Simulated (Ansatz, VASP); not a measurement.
This is a calculation of Sn for VASP 6.6.1.

File POSCAR:

```
Sn
1.0
   -2.8801207477      2.8801207477      1.5666540120
    2.8801207477     -2.8801207477      1.5666540120
    2.8801207477      2.8801207477     -1.5666540120
Sn
2
Direct
    0.0000000000      0.0000000000      0.0000000000
    0.7500000000      0.2500000000      0.5000000000
```

The input INCAR.step1:

```
SYSTEM = Sn
  ALGO = Normal
  EDIFF = 1E-4
  ENCUT = 520
  GGA = PE
  ISMEAR = -1
  LASPH = .TRUE.
  LCHARG = .FALSE.
  LREAL = .FALSE.
  LWAVE = .TRUE.
  NBANDS = 21
  NELM = 80
  PREC = Accurate
  SIGMA = 0.05
```

INCAR.step2

```
SYSTEM = Sn
  ALGO = Normal
  EDIFF = 1E-6
  ENCUT = 520
  ISIF = 2
  ISMEAR = -1
  ISTART = 1
  LASPH = .TRUE.
  LCHARG = .FALSE.
  LMIXTAU = .TRUE.
  LREAL = .FALSE.
  LWAVE = .FALSE.
  METAGGA = R2SCAN
  NBANDS = 21
  NELM = 80
  PREC = Accurate
  SIGMA = 0.05
```

KPOINTS

```
k-points
0
G
  9 9 9
  0 0 0
```

Potentials or basis: VASP PAW PBE potentials, release 64 (Sn_d).

Command:

```bash
$ cat potpaw_PBE.64/Sn_d/POTCAR > POTCAR
$ cp INCAR.step1 INCAR
$ mpirun -np 1 vasp_std > vasp.out
$ cp INCAR.step2 INCAR
$ mpirun -np 1 vasp_std > vasp.out
```

Set up the same calculation for Ansatz 0.2.0. Potentials there: Ansatz PAW.

As run (the cutoff follows the program's own potentials):

input.yaml

```yaml
crystal:
  lattice:
    - [-2.8801207477, 2.8801207477, 1.566654012]
    - [2.8801207477, -2.8801207477, 1.566654012]
    - [2.8801207477, 2.8801207477, -1.566654012]
  atoms:
    - { symbol: Sn, position: [0.0, 0.0, 0.0] }
    - { symbol: Sn, position: [0.75, 0.25, 0.5] }
hamiltonian:
  xc: r2scan
  pseudopotentials: { kind: paw }
kpoints:
  mp_grid: { grid: [9, 9, 9] }
scf:
  occupations: { method: fermi_dirac, width: 0.05 }
output:
  forces: true
  stress: true
  eigenvalues: true
```

Potentials or basis: Ansatz PAW.

Launch:

```console
$ ansatz run input.yaml --threads 2 --pin off --max-ram 5632MiB --backend cpu --events-out ev --progress --plain --runs-dir out
```

Both were run:

|  | VASP | Ansatz | Ansatz less VASP |
| --- | --- | --- | --- |
| gap on the k mesh at the Fermi level (eV) | none | none | - |
| pressure (GPa) | 3.7 | 3.7 | +0.01 |
| traceless stress, the component that is largest in VASP (GPa) | -0.64 | -0.64 | -0.006 |

VASP's potentials were made for PBE, not for r2SCAN. A gap of «none» marks a metal or a gap that the smearing closes. With one functional, cell and mesh, what is left measures potentials, basis and numerics.
